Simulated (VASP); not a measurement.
Wanted: the native input for a VASP 6.6.1 run.

| Quantity | Value |
| --- | --- |
| Task | single point |
| Functional | r2SCAN |
| Potentials or basis | VASP PAW PBE potentials, release 64 (Si, C) |
| Cutoff | 520 eV |
| k mesh | 10 × 10 × 2 |
| Occupations | gaussian, width 0.05 eV |
| Spin | no spin polarisation |
| Dipole correction | no |
| Further INCAR settings | ALGO = Normal; EDIFF = 1e-07; NBANDS = 36 |

The system is SiC.

```
Si C
1.0
     2.17814   -2.17814    0.00000
     2.17814    0.00000   -2.17814
    11.61692    7.26041    7.26041
Si C
6 6
Direct
  0.73612 0.73612 0.39580
  0.18057 0.18057 0.22913
  0.29167 0.29167 0.56247
  0.40277 0.40277 0.89580
  0.84722 0.84722 0.72913
  0.62502 0.62502 0.06247
  0.37501 0.37501 0.43747
  0.81946 0.81946 0.27080
  0.93056 0.93056 0.60413
  0.04166 0.04166 0.93747
  0.48611 0.48611 0.77080
  0.26391 0.26391 0.10413
```

This cell differs from its parent crystal: the part above a cut slid along it.

One way to write it, as run:

POSCAR

```
SiC
1.0
    2.1781449867     -2.1781449867      0.0000000000
    2.1781449867      0.0000000000     -2.1781449867
   11.6169184722      7.2604106843      7.2604106843
Si C
6 6
Direct
    0.7361201400     -0.2638798600      0.3958000000
    0.1805701400      0.1805701400      0.2291333333
    0.2916701400      0.2916701400      0.5624666667
    0.4027701400      0.4027701400      0.8958000000
   -0.1527798600     -0.1527798600      0.7291333333
    0.6250201400      0.6250201400      0.0624666667
    0.3750076400      0.3750076400      0.4374666667
   -0.1805423600     -0.1805423600      0.2708000000
   -0.0694423600     -0.0694423600      0.6041333333
    0.0416576400      0.0416576400      0.9374666667
   -0.5138923600     -0.5138923600      0.7708000000
    0.2639076400      0.2639076400      0.1041333333
```

INCAR.step1

```
SYSTEM = SiC
PREC     = Accurate       ! precision mode
ENCUT    = 520            ! plane-wave cutoff, eV
ISMEAR   = 0              ! smearing method
SIGMA    = 0.05           ! smearing width, eV
LREAL    = .False.        ! projectors in reciprocal space
LASPH    = .True.         ! aspherical terms in the spheres
NELM     = 60             ! most SCF steps
NBANDS   = 36             ! bands
GGA      = PE             ! functional
ALGO     = Normal         ! electronic algorithm
EDIFF    = 1E-4           ! SCF threshold, eV
LWAVE    = .True.         ! write WAVECAR
LCHARG   = .False.        ! write CHGCAR
```

INCAR.step2

```
SYSTEM = SiC
PREC     = Accurate       ! precision mode
ENCUT    = 520            ! plane-wave cutoff, eV
EDIFF    = 1E-7           ! SCF threshold, eV
ISMEAR   = 0              ! smearing method
SIGMA    = 0.05           ! smearing width, eV
LREAL    = .False.        ! projectors in reciprocal space
LASPH    = .True.         ! aspherical terms in the spheres
NELM     = 60             ! most SCF steps
ALGO     = Normal         ! electronic algorithm
ISIF     = 2              ! what is computed and relaxed
LWAVE    = .False.        ! write WAVECAR
LCHARG   = .False.        ! write CHGCAR
METAGGA  = R2SCAN         ! meta-GGA
LMIXTAU  = .True.       
NBANDS   = 36             ! bands
ISTART   = 1
```

KPOINTS

```
regular mesh
0
Gamma
  10 10 2
  0 0 0
```

Potentials or basis: VASP PAW PBE potentials, release 64 (Si, C).

Launch:

```sh
$ cat potpaw_PBE.64/Si/POTCAR potpaw_PBE.64/C/POTCAR > POTCAR
$ cp INCAR.step1 INCAR
$ mpirun -np 1 vasp_std > vasp.out
$ cp INCAR.step2 INCAR
$ mpirun -np 1 vasp_std > vasp.out
```

It gave:

```yaml
Pressure: -2.4 GPa
Largest_force: 0.291 eV/Å
Band_gap_on_the_k_mesh: 1.20 eV (least direct gap 2.28 eV)
```

Caveat: the cell differs from its parent crystal (the part above a cut slid along it); the PAW data sets were made with another functional, which shifts forces and pressure a little.

It took 22 min on 1 thread of Oxide Virtual Turin-like Processor, on a shared host, peak memory 0.36 GiB.
